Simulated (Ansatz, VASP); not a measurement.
Two plane-wave programs on LiSnC

```
Li Sn C
1.0
     5.89848    0.00000    0.00000
     0.00000    3.60323    0.00000
     0.00000    0.00000    6.05666
Li Sn C
4 4 4
Direct
  0.00000 0.75000 0.83330
  0.50000 0.25000 0.33330
  0.00000 0.25000 0.16670
  0.50000 0.75000 0.66670
  0.82107 0.75000 0.40954
  0.67893 0.25000 0.90954
  0.32107 0.75000 0.09046
  0.17893 0.25000 0.59046
  0.82107 0.25000 0.59046
  0.67893 0.75000 0.09046
  0.32107 0.25000 0.90954
  0.17893 0.75000 0.40954
```

Alike in both runs: task single point; functional PBE; k mesh 4 × 6 × 4; occupations gaussian, width 0.1 eV; no spin polarisation.

|  | VASP | Ansatz |
| --- | --- | --- |
| version | VASP 6.6.1 | Ansatz 0.2.0 |
| potentials or method | VASP PAW PBE potentials, release 64 (Li_sv, Sn_d, C), cutoff 520 eV | scalar-relativistic, plane waves, PAW |
| valence electrons in the cell | 84 | 84 |

Ansatz gave:

```
gap on the k mesh at the Fermi level (eV) : none
rms of the force components (eV/Å)        : 0.949
```

Question: What did VASP give for the same quantities?

Answer: gap on the k mesh at the Fermi level (eV): none; rms of the force components (eV/Å): 0.947.

Atom by atom the forces differ by 0.003 eV/Å (rms over components). A gap of «none» marks a metal or a gap that the smearing closes.

Noted on VASP's run: the cutoff is short for stress, so the pressure is rough.
